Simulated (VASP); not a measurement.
# SiRu4 in VASP: further runs

The runs below take SiRu4 through relaxation of the atoms, with PBE.

Everything below comes from runs of VASP 6.6.1. Logs are shortened: lines on timing, memory, paths and dates and some standing lists are left out, and cuts for length are marked.

### Step 1. The cell of the first run

The cell holds a slab with vacuum, 5 atoms: a = 2.720 Å, b = 2.720 Å, c = 21.866 Å, α = 90.00°, β = 90.00°, γ = 120.00°.

### Step 2. Relaxation of the atoms, PBE

File INCAR:

```
SYSTEM = SiRu4
PREC     = Accurate       ! precision mode
ENCUT    = 520            ! plane-wave cutoff, eV
EDIFF    = 1E-6           ! SCF threshold, eV
ISMEAR   = 0              ! smearing method
SIGMA    = 0.1            ! smearing width, eV
LREAL    = .FALSE.        ! projectors in reciprocal space
LASPH    = .TRUE.         ! aspherical terms in the spheres
NELM     = 60             ! most SCF steps
ALGO     = Normal         ! electronic algorithm
ISIF     = 2              ! what is computed and relaxed
LWAVE    = .FALSE.        ! write WAVECAR
LCHARG   = .FALSE.        ! write CHGCAR
LDIPOL   = .TRUE.       
IDIPOL   = 3            
DIPOL    = 0.5 0.5 0.379
GGA      = PE             ! functional
IBRION   = 2              ! ionic algorithm
NSW      = 36             ! ionic steps
EDIFFG   = -0.025         ! ionic threshold
KPAR     = 4
```

File KPOINTS:

```
Automatic mesh
0
G
  12 12 1
  0 0 0
```

File POSCAR:

```
SiRu4
1.0
    2.7197977464      0.0000000000      0.0000000000
   -1.3598988732      2.3554139415      0.0000000000
    0.0000000000      0.0000000000     21.8663388848
Ru Si
4 1
Selective dynamics
Direct
    0.6666666667      0.3333333333      0.1829295714  F F F
    0.3333333333      0.6666666667      0.2811778375  F F F
    0.6666666667      0.3333333333      0.3790816284  F F F
    0.3333333333      0.6666666667      0.4740774823  F F F
    0.6666666667      0.8333333333      0.5773866082  F F T
```

Potentials or basis: VASP PAW PBE potentials, release 64 (Ru_pv, Si).

Started as:

```bash
$ cat potpaw_PBE.64/Ru_pv/POTCAR potpaw_PBE.64/Si/POTCAR > POTCAR
$ mpirun -np 4 vasp_std > vasp.out
```

OUTCAR:

```text
SYSTEM = SiRu4
   PREC = Accurate
   ENCUT = 520
   EDIFF = 1E-6
   ISMEAR = 0
   LREAL = .FALSE.
   LASPH = .TRUE.
   NELM = 60
   ISIF = 2
   GGA = PE
   IBRION = 2
   NSW = 36
   EDIFFG = -0.025

 ion  position               nearest neighbor table
   1  0.667  0.333  0.183-   2 2.66   2 2.66   2 2.66
   2  0.333  0.667  0.281-   3 2.65   3 2.65   3 2.65   1 2.66   1 2.66   1 2.66
   3  0.667  0.333  0.379-   4 2.60   4 2.60   4 2.60   2 2.65   2 2.65   2 2.65
   4  0.333  0.667  0.474-   5 2.39   3 2.60   3 2.60   3 2.60   5 3.07   5 3.07
   5  0.667  0.833  0.577-   4 2.39   4 3.07   4 3.07

  LATTYP: Found a hexagonal cell.
 ALAT       =     2.7197977464
 C/A-ratio  =     8.0396929933

  Lattice vectors:

 A1 = (   2.7197977464,   0.0000000000,   0.0000000000)
 A2 = (  -1.3598988732,   2.3554139415,   0.0000000000)
 A3 = (   0.0000000000,   0.0000000000,  21.8663388848)

Analysis of symmetry for initial positions (statically):
=====================================================================
 Subroutine PRICEL returns:
 Original cell was already a primitive cell.

 Routine SETGRP: Setting up the symmetry group for a
 hexagonal supercell.

 Subroutine GETGRP returns: Found  2 space group operations
 (whereof  2 operations were pure point group operations)
 out of a pool of 24 trial point group operations.

The static configuration has the point symmetry C_1h.

Analysis of symmetry for dynamics (positions and initial velocities):
=====================================================================
 Subroutine PRICEL returns:
 Original cell was already a primitive cell.

 Routine SETGRP: Setting up the symmetry group for a
 hexagonal supercell.

 Subroutine GETGRP returns: Found  2 space group operations
 (whereof  2 operations were pure point group operations)
 out of a pool of 24 trial point group operations.

The dynamic configuration has the point symmetry C_1h.

Analysis of constrained symmetry for selective dynamics:
=====================================================================
 Subroutine PRICEL returns:
 Original cell was already a primitive cell.

 Routine SETGRP: Setting up the symmetry group for a
 hexagonal supercell.

 Subroutine GETGRP returns: Found  2 space group operations
 (whereof  2 operations were pure point group operations)
 out of a pool of 24 trial point group operations.

The constrained configuration has the point symmetry C_1h.

 Subroutine INISYM returns: Found  2 space group operations
 (whereof  2 operations are pure point group operations),
 and found     1 'primitive' translations

----------------------------------------------------------------------------------------

                                     Primitive cell

  volume of cell :     140.0812

  direct lattice vectors                    reciprocal lattice vectors
     2.719797746  0.000000000  0.000000000     0.367674398  0.212276913  0.000000000
    -1.359898873  2.355413942  0.000000000     0.000000000  0.424553826  0.000000000
     0.000000000  0.000000000 21.866338885     0.000000000  0.000000000  0.045732393

  length of vectors
     2.719797746  2.719797746 21.866338885     0.424553826  0.424553826  0.045732393

  position of ions in fractional coordinates (direct lattice)
     0.666666667  0.333333333  0.182929571
     0.333333333  0.666666667  0.281177838
     0.666666667  0.333333333  0.379081628
     0.333333333  0.666666667  0.474077482
     0.666666667  0.833333333  0.577386608

  ion indices of the primitive-cell ions
   primitive index   ion index
                 1           1
                 2           2
                 3           3
                 4           4
                 5           5

----------------------------------------------------------------------------------------

 KPOINTS: Automatic mesh

Automatic generation of k-mesh.
 Grid dimensions read from file:
 generate k-points for:   12   12    1

 Generating k-lattice:

  Cartesian coordinates                     Fractional coordinates (reciprocal lattice)
     0.030639533  0.017689743  0.000000000     0.083333333  0.000000000  0.000000000
     0.000000000  0.035379485  0.000000000     0.000000000  0.083333333  0.000000000
     0.000000000  0.000000000  0.045732393     0.000000000  0.000000000  1.000000000

  Length of vectors
     0.035379485  0.035379485  0.045732393

  Shift w.r.t. Gamma in fractional coordinates (k-lattice)
     0.000000000  0.000000000  0.000000000

 Subroutine IBZKPT returns following result:
 ===========================================

 Found     43 irreducible k-points:

 Following reciprocal coordinates:
            Coordinates               Weight
  0.000000  0.000000  0.000000      1.000000
  0.083333  0.000000  0.000000      2.000000
  0.000000  0.083333  0.000000      4.000000
  0.166667  0.000000  0.000000      2.000000
  0.000000  0.166667  0.000000      4.000000
  0.250000  0.000000  0.000000      2.000000
[... 16 lines left out ...]
 -0.083333  0.416667  0.000000      4.000000
 -0.416667  0.333333  0.000000      4.000000
 [... further k-points ...]
   k-points           NKPTS =     43   k-points in BZ     NKDIM =     43   number of bands    NBANDS=     36
   number of dos      NEDOS =    301   number of ions     NIONS =      5
   total plane-waves  NPLWV =  67200
   dimension x,y,z NGX =    20 NGY =   20 NGZ =  168
   dimension x,y,z NGXF=    40 NGYF=   40 NGZF=  336
   ions per type =               4   1
   NGX,Y,Z   is equivalent  to a cutoff of  12.22, 12.22, 12.77 a.u.
   NGXF,Y,Z  is equivalent  to a cutoff of  24.45, 24.45, 25.55 a.u.
 SYSTEM =  SiRu4
   PREC   = accura    normal or accurate (medium, high low for compatibility)
   ISTART =      0    job   : 0-new  1-cont  2-samecut
   ICHARG =      2    charge: 1-file 2-atom 10-const
   ISPIN  =      1    spin polarized calculation?
   LNONCOLLINEAR =      F non collinear calculations
   LSORBIT =      F    spin-orbit coupling
   LASPH  =      T    aspherical Exc in radial PAW
   ENCUT  =  520.0 eV  38.22 Ry    6.18 a.u.   5.06  5.06 40.66*2*pi/ulx,y,z
   NELM   =     60;   NELMIN=  2; NELMDL= -5     # of ELM steps
   EDIFF  = 0.1E-05   stopping-criterion for ELM
   LREAL  =      F    real-space projection
   EDIFFG = -.3E-01   stopping-criterion for IOM
   NSW    =     36    number of steps for IOM
   IBRION =      2    ionic relax: 0-MD 1-quasi-New 2-CG
   NFREE  =      1    steps in history (QN), initial steepest desc. (CG)
   ISIF   =      2    stress and relaxation
   ISYM   =      2    0-nonsym 1-usesym 2-fastsym
   POTIM  = 0.5000    time-step for ionic-motion
   TEBEG  =    0.0;   TEEND  =   0.0 temperature during run
   PSTRESS=    0.0 pullay stress
   NELECT =      60.0000    total number of electrons
   NUPDOWN=      -1.0000    fix difference up-down
   EMIN   =  10.00;   EMAX   =-10.00  energy-range for DOS
   EFERMI =   0.00;   METHOD = LEGACY
   ISMEAR =     0;   SIGMA  =   0.10  broadening in eV -4-tet -1-fermi 0-gaus
   EFERMI_NEDOS =   21; number of points for ismear=-14 and -15
   IALGO  =     38    algorithm
   IMIX   =      4    mixing-type and parameters
     AMIX     =   0.40;   BMIX     =  1.00
     AMIX_MAG =   1.60;   BMIX_MAG =  1.00
  volume/ion in A,a.u.               =      28.02       189.06
  Fermi-wavevector in a.u.,A,eV,Ry     =   1.234048  2.332012 20.719954  1.522874
  Thomas-Fermi vector in A             =   2.368753
   LORBIT       =      0    0 simple, 1 ext, 2 COOP (PROOUT), +10 PAW based schemes
   GGA     = PE    functional components
   LHFCALC =     F    Hartree Fock is set to
   AEXX    =    0.0000 exact exchange contribution
   IVDW    =     0    specifies the selected vdW correction
   LEPSILON=     F    determine dielectric tensor
   LRPA    =     F    only Hartree local field effects (RPA)
 conjugate gradient relaxation of ions
 non-spin polarized calculation
 Gauss-broadening in eV      SIGMA  =   0.10
  energy-cutoff  :      520.00
  volume of cell :      140.08
 maximum number of plane-waves:      3813
   NGX = 11   NGY = 11   NGZ = 81

 dipolmoment           0.000000      0.000000      0.042752 electrons x Angstroem

 number of electron      60.0000019 magnetization

 dipolmoment           0.000000      0.000000     -0.017082 electrons x Angstroem

 Free energy of the ion-electron system (eV)
  ---------------------------------------------------
  ext. energy  EPLUGINS =         0.00000000
  ---------------------------------------------------
  free energy    TOTEN  =       -40.57303665 eV

  energy without entropy =      -40.54886504  energy(sigma->0) =      -40.56095085

 E-fermi :   3.5942     XC(G=0):  -7.5306

 val. band max:        3.5909410445   @ k =   0.0000   0.0833   0.0000
 cond. band min:       3.5971136839   @ k =  -0.0833   0.1667   0.0000
 fundamental gap:      0.0061726393
 Fermi energy:         3.5941924673

 k-point     1 :       0.0000    0.0000    0.0000
  band No.  band energies     occupation
      1     -39.9897      2.00000
      2     -39.5881      2.00000
      3     -39.2171      2.00000
      4     -39.2067      2.00000
      5     -39.1315      2.00000
      6     -39.1193      2.00000
[... 28 lines left out ...]
     35       4.4367      0.00000
     36       4.4715      0.00000

 k-point     2 :       0.0833    0.0000    0.0000
  band No.  band energies     occupation
      1     -39.9723      2.00000
      2     -39.5902      2.00000
      3     -39.2492      2.00000
      4     -39.2313      2.00000
      5     -39.1965      2.00000
      6     -39.1415      2.00000
[... 28 lines left out ...]
     35       4.4661      0.00000
     36       4.7796      0.00000
[... 817 lines left out ...]
     35       5.5524      0.00000
     36       5.6445      0.00000

 k-point    24 :      -0.4167    0.3333    0.0000
  band No.  band energies     occupation
      1     -39.8943      2.00000
      2     -39.8701      2.00000
      3     -39.6665      2.00000
      4     -39.5432      2.00000
      5     -39.4133      2.00000
      6     -39.3203      2.00000
[... 28 lines left out ...]
     35       5.5062      0.00000
     36       5.6076      0.00000

 [... further k-points ...]

------------------------ aborting loop because EDIFF is reached ----------------------------------------

 vacuum level on the upper side and lower side of the slab       (xc-potential included)        -0.476        -0.017

  FORCE on cell =-STRESS in cart. coord.  units (eV):
  Direction    XX          YY          ZZ          XY          YZ          ZX
  --------------------------------------------------------------------------------------
  -------------------------------------------------------------------------------------
  Total       -1.8802073     -2.3474390     -0.4489176      0.4046345      0.7583943      1.3135773
  in kB      -21.5048490    -26.8488058     -5.1344903      4.6280024      8.6741257     15.0240244
  external PRESSURE =     -17.8293817 kB  Pullay stress =       0.0000000 kB

 VOLUME and BASIS-vectors are now :
 -----------------------------------------------------------------------------
  energy-cutoff  :      520.00
  volume of cell :      140.08
      direct lattice vectors                 reciprocal lattice vectors
     2.719797746  0.000000000  0.000000000     0.367674398  0.212276913  0.000000000
    -1.359898873  2.355413942  0.000000000     0.000000000  0.424553826  0.000000000
     0.000000000  0.000000000 21.866338885     0.000000000  0.000000000  0.045732393

 POSITION                                       TOTAL-FORCE (eV/Angst)
 -----------------------------------------------------------------------------------
      1.35990      0.78514      4.00000        -0.002331     -0.001346      0.618626
     -0.00000      1.57028      6.14833        -0.004575     -0.002641     -0.523606
      1.35990      0.78514      8.28913        -0.132070     -0.076251     -0.622001
     -0.00000      1.57028     10.36634        -0.306102     -0.176728      0.508884
      0.67995      1.96284     12.62533         0.445078      0.256966      0.018097
 -----------------------------------------------------------------------------------
    total drift:                                0.000075      0.000043      0.000783

  FREE ENERGIE OF THE ION-ELECTRON SYSTEM (eV)
  ---------------------------------------------------
  free  energy   TOTEN  =       -40.5730366534 eV

  energy  without entropy=      -40.5488650447  energy(sigma->0) =      -40.56095085

 reached required accuracy - stopping structural energy minimisation

 vacuum level on the upper side and lower side of the slab         7.999         8.463
```

Wall time 3.5 min (4 MPI ranks of AMD EPYC 7R43 (Zen 3), shared host); peak memory 0.32 GiB.

What came out:

| Item | Value |
| --- | --- |
| Free energy | -40.5730 eV |
| Band gap on the k mesh | zero (bands 30 and 31 overlap by 2.24 eV) |

Final structure:
```
Ru Si
1.0
     2.71980    0.00000    0.00000
    -1.35990    2.35541    0.00000
     0.00000    0.00000   21.86634
Ru Si
4 1
Direct
  0.66667 0.33333 0.18293
  0.33333 0.66667 0.28118
  0.66667 0.33333 0.37908
  0.33333 0.66667 0.47408
  0.66667 0.83333 0.57739
```

Caveat: the relaxation stopped at its first step, so nothing moved.

### Step 3. Relaxation of the atoms, PBE

File INCAR:

```
SYSTEM = SiRu4
PREC = Accurate
ENCUT = 520
EDIFF = 1E-6
ISMEAR = 0
SIGMA = 0.1
LREAL = .FALSE.
LASPH = .TRUE.
NELM = 60
ALGO = Normal
ISIF = 2
LWAVE = .FALSE.
LCHARG = .FALSE.
LDIPOL = .TRUE.
IDIPOL = 3
DIPOL = 0.5 0.5 0.377
GGA = PE
IBRION = 2
NSW = 36
EDIFFG = -0.025
KPAR = 4
```

KPOINTS is that of step 2.

POSCAR, as its differences from that of step 2:

```diff
@@ -13,2 +13,2 @@
     0.3333333333      0.6666666667      0.4740774823  F F F
-    0.6666666667      0.8333333333      0.5773866082  F F T
+    0.3333333333      1.1666666667      0.5654961860  F F T
```

Potentials or basis: VASP PAW PBE potentials, release 64 (Ru_pv, Si).

Started as:

```bash
$ cat potpaw_PBE.64/Ru_pv/POTCAR potpaw_PBE.64/Si/POTCAR > POTCAR
$ mpirun -np 4 vasp_std > vasp.out
```

Run time: 3 min. Hardware: 4 MPI ranks of Intel Xeon Platinum 8375C at 2.90GHz (Ice Lake), shared host; peak memory 0.36 GiB.

The run converged. Its results:

```
Free energy               : -40.7877 eV
Energy gained by relaxing : 8.1 meV/atom
Ionic steps               : 3
Band gap on the k mesh    : zero (bands 30 and 31 overlap by 2.22 eV)
```

Step by step:
```csv
step,energy change (eV),largest force on free atoms (eV/Å),pressure (GPa)
1,0.0000,0.8200,0.15
2,-0.0254,0.4736,-0.36
3,-0.0405,0.0060,-1.12
```

Final structure:
```yaml
crystal:
  lattice:
    - [2.71980, 0.00000, 0.00000]
    - [-1.35990, 2.35541, 0.00000]
    - [0.00000, 0.00000, 21.86634]
  atoms:
    - { symbol: Ru, position: [0.66667, 0.33333, 0.18293] }
    - { symbol: Ru, position: [0.33333, 0.66667, 0.28118] }
    - { symbol: Ru, position: [0.66667, 0.33333, 0.37908] }
    - { symbol: Ru, position: [0.33333, 0.66667, 0.47408] }
    - { symbol: Si, position: [0.33333, 0.16667, 0.57040] }
```

Levels at points of the mesh, in eV from the Fermi level:
| k point | band 27 | band 28 | band 29 | band 30 | band 31 | band 32 | band 33 | band 34 |
| --- | --- | --- | --- | --- | --- | --- | --- | --- |
| (0.00, 0.00, 0.00) | -1.91 | -1.91 | -0.95 | -0.93 | -0.87 | -0.04 | 0.06 | 0.78 |
| (0.50, 0.00, 0.00) | -0.13 | 0.23 | 0.71 | 1.20 | 1.38 | 1.57 | 1.74 | 2.01 |
| (0.00, 0.50, 0.00) | -0.24 | 0.03 | 1.08 | 1.24 | 1.38 | 1.57 | 1.73 | 1.78 |
